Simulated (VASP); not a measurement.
# Si20H8Br: single point with PBE

The system is Si20H8Br, a slab with vacuum.

```xyz
29
Lattice="7.6792 0.0000 0.0000 0.0000 7.6792 0.0000 0.0000 0.0000 19.2555" Properties=species:S:1:pos:R:3 pbc="T T T"
H     3.1438    0.0000    1.0000
H     0.6958    0.0000    1.0000
H     6.9834    0.0000    1.0000
H     4.5354    0.0000    1.0000
H     3.1438    3.8396    1.0000
H     0.6958    3.8396    1.0000
H     6.9834    3.8396    1.0000
H     4.5354    3.8396    1.0000
Si    1.9198    0.0000    1.8655
Si    5.7594    0.0000    1.8655
Si    1.9198    3.8396    1.8655
Si    5.7594    3.8396    1.8655
Si    1.9194    1.9271    3.1668
Si    5.7587    1.9144    3.1770
Si    1.9194    5.7648    3.2835
Si    5.7593    5.7532    3.2666
Si    0.0091    1.8824    4.5053
Si    3.8291    1.8818    4.5063
Si   -0.0118    5.7887    4.6863
Si    3.8510    5.7886    4.6863
Si   -0.0996    0.0855    6.0008
Si    3.9382    0.0846    6.0024
Si    0.0387    3.7846    5.9652
Si    3.8002    3.7845    5.9655
Si    1.9189    0.6107    7.1062
Si    5.7595    0.5497    7.4612
Si    1.9194    3.0105    7.0712
Si    5.7592    2.7646    6.7108
Br    1.9155   -0.1597    9.2386
```

```
Program             : VASP 6.6.1
Task                : single point
Functional          : PBE
Potentials or basis : VASP PAW PBE potentials, release 64 (H, Si, Br)
Cutoff              : 400 eV
k mesh              : 2 × 2 × 1
Occupations         : gaussian, width 0.05 eV
Spin                : collinear spin, zero start
Starting moments    : [0.0, 0.0, 0.0, 0.0, 0.0, 0.0, 0.0, 0.0, 0.0, 0.0, 0.0, 0.0, 0.0, 0.0, 0.0, 0.0, 0.0, 0.0, 0.0, 0.0, 0.0, 0.0, 0.0, 0.0, 0.0, 0.0, 0.0, 0.0, 0.0] μB
```

```
Largest force                                         : 0.636 eV/Å
Net moment                                            : 0.00 μB per cell
Valence electrons inside the program's atomic spheres : H 0.59; Si 1.74, 1.75, 1.73, 1.72, 1.67, 1.68, 1.66, 1.69, 1.62, 1.64, 1.65 (each value once); Br 4.87
```

Forces on the atoms (eV/Å):
```
H   -0.615 -0.083 -0.005
H    0.615 -0.083 -0.005
H   -0.615 -0.098 -0.020
H    0.615 -0.098 -0.020
H   -0.627  0.102  0.000
H    0.627  0.102  0.000
H   -0.631  0.063 -0.002
H    0.632  0.064 -0.003
Si  -0.001 -0.177  0.044
Si  -0.001 -0.191 -0.037
Si   0.000  0.281  0.032
Si  -0.002  0.118  0.031
Si   0.001  0.002 -0.001
Si  -0.001  0.003  0.003
Si   0.002  0.001 -0.003
Si  -0.001 -0.001  0.002
Si  -0.002 -0.002 -0.001
Si   0.003 -0.003 -0.001
Si   0.004  0.002  0.000
Si  -0.005  0.002  0.002
Si   0.000  0.004 -0.003
Si   0.000  0.006 -0.008
Si  -0.005 -0.005  0.000
Si   0.005 -0.005 -0.001
Si   0.001 -0.013  0.010
Si   0.000 -0.003 -0.001
Si   0.001  0.004  0.001
Si  -0.001  0.004 -0.004
Br   0.002  0.006 -0.011
```

Levels at points of the mesh, in eV from the Fermi level:
Spin up:
```tsv
k point	band 45	band 46	band 47	band 48	band 49	band 50
(0.00, 0.00, 0.00)	-0.93	-0.77	-0.75	-0.24	0.33	0.93
(0.50, 0.00, 0.00)	-0.98	-0.94	-0.58	0.09	0.74	1.52
(0.00, 0.50, 0.00)	-0.82	-0.66	-0.57	-0.09	0.42	1.28
(0.50, 0.50, 0.00)	-1.52	-1.49	-0.47	0.26	0.97	1.66
```
Spin down:
| k point | band 45 | band 46 | band 47 | band 48 | band 49 | band 50 |
| --- | --- | --- | --- | --- | --- | --- |
| (0.00, 0.00, 0.00) | -0.93 | -0.77 | -0.75 | -0.24 | 0.33 | 0.93 |
| (0.50, 0.00, 0.00) | -0.98 | -0.94 | -0.58 | 0.09 | 0.74 | 1.52 |
| (0.00, 0.50, 0.00) | -0.82 | -0.66 | -0.57 | -0.09 | 0.42 | 1.28 |
| (0.50, 0.50, 0.00) | -1.52 | -1.49 | -0.47 | 0.26 | 0.97 | 1.66 |

Wall time 11 min on 1 thread of Intel(R) Xeon(R) 6975P-C (Granite Rapids), on a shared host, peak memory 1.1 GiB.

Caveat: the k points lie up to 0.41 Å⁻¹ apart.
